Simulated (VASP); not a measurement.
Input of a VASP 6.6.1 run:

The input INCAR:

```
SYSTEM = Ga
  PREC = Accurate
  ENCUT = 520
  EDIFF = 1E-8
  ISMEAR = -1
  SIGMA = 0.05
  LREAL = .False.
  LASPH = .True.
  NELM = 60
  ALGO = Normal
  ISIF = 2
  LWAVE = .False.
  LCHARG = .False.
  GGA = PS
  LEFG = .True.
  NBANDS = 34
```

File KPOINTS:

```
Automatic mesh
0
Gamma
  9 9 8
  0 0 0
```

POSCAR

```
Ga
1.0
    2.2402129667     -3.7967455357      0.0000000000
    2.2402129667      3.7967455357      0.0000000000
    0.0000000000      0.0000000000      4.4863856638
Ga
4
Direct
    0.1525000000      0.8475000000      0.0785000000
    0.6525000000      0.3475000000      0.4215000000
    0.8475000000      0.1525000000      0.9215000000
    0.3475000000      0.6525000000      0.5785000000
```

Potentials or basis: VASP PAW PBE potentials, release 64 (Ga_d).

The run is started by

```bash
$ cat potpaw_PBE.64/Ga_d/POTCAR > POTCAR
$ mpirun -np 1 vasp_std > vasp.out
```

Task: Predict the band gap on the k mesh.

Result: Zero (bands 26 and 27 overlap by 1.28 eV).

Task: Estimate the pressure.

Result: 0.0 GPa.

Task: Predict the largest force.

Result: 0.448 eV/Å.

Stress tensor (GPa, compression positive):
```
-0.81  0.00  0.00
 0.00  1.70  0.00
 0.00  0.00 -0.80
```

Caveat: without QUAD_EFG the Cq values of the log hold for a quadrupole moment of 1 mb, not for the nuclei; the PAW data sets were made with another functional, which shifts forces and pressure a little.
